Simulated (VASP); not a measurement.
GaC18, 19 atoms in the cell. The cell holds a slab with vacuum, 19 atoms: a = 7.398 Å, b = 7.398 Å, c = 12.000 Å, α = 90.00°, β = 90.00°, γ = 120.00°. 

- Program: VASP 6.6.1
- Task: single point
- Functional: PBEsol
- Potentials or basis: VASP PAW PBE potentials, release 64 (C, Ga_d)
- Cutoff: 520 eV
- k mesh: 2 × 2 × 1
- Occupations: gaussian, width 0.05 eV
- Spin: collinear spin, zero start
- Starting moments: [0.0, 0.0, 0.0, 0.0, 0.0, 0.0, 0.0, 0.0, 0.0, 0.0, 0.0, 0.0, 0.0, 0.0, 0.0, 0.0, 0.0, 0.0, 0.0] μB
- Dipole correction: no
- Further INCAR settings: LREAL = Auto; ALGO = Normal; EDIFF = 1e-06; NBANDS = 62

Potentials or basis: VASP PAW PBE potentials, release 64 (C, Ga_d).

Run with:

```sh
$ cat potpaw_PBE.64/C/POTCAR potpaw_PBE.64/Ga_d/POTCAR > POTCAR
$ mpirun -np 1 vasp_std > vasp.out
```

Hardware: 1 thread of AMD EPYC 9R45 96-Core Processor (Zen 5), on a shared host.

Task: Estimate the wall time of this run.

Result: It took 4.3 min on 1 thread of AMD EPYC 9R45 96-Core Processor (Zen 5), with other jobs on the host, peak memory 0.82 GiB. Counts: scf iterations 25, k points 3.
